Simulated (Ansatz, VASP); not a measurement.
**Te in VASP and in Ansatz**

```
CELL_PARAMETERS angstrom
3.88842 0.00000 0.00000
-1.94421 3.36747 0.00000
0.00000 0.00000 4.40328
ATOMIC_POSITIONS crystal
Te 0.33333 0.66667 0.25000
Te 0.66667 0.33333 0.75000
```

Alike in both runs: functional LDA; k mesh 11 × 11 × 6; occupations fermi-dirac, width 0.1 eV; no spin polarisation.

Ansatz relaxed the structure, and its values are those at the end. VASP's run is a single point on that final structure, the one shown.

```csv
,VASP,Ansatz
version,VASP 6.6.1,Ansatz 0.2.0
potentials or method,"VASP PAW LDA potentials, release 64 (Te), cutoff 520 eV","plane waves (420 eV) with PAW, scalar-relativistic"
valence electrons in the cell,12,32
```

```csv
,VASP,Ansatz,Ansatz less VASP
pressure (GPa),0.1,0.0,-0.05
```

Ansatz warns that its potentials were made for another functional, while VASP's fit it. LDA's correlation is that of Perdew and Zunger in VASP and of Perdew and Wang (1992) in Ansatz. VASP's potentials hold 12 valence electrons a cell and Ansatz's 32, so a difference there can come from the potentials and not from the codes.

Spin-orbit coupling is off throughout.
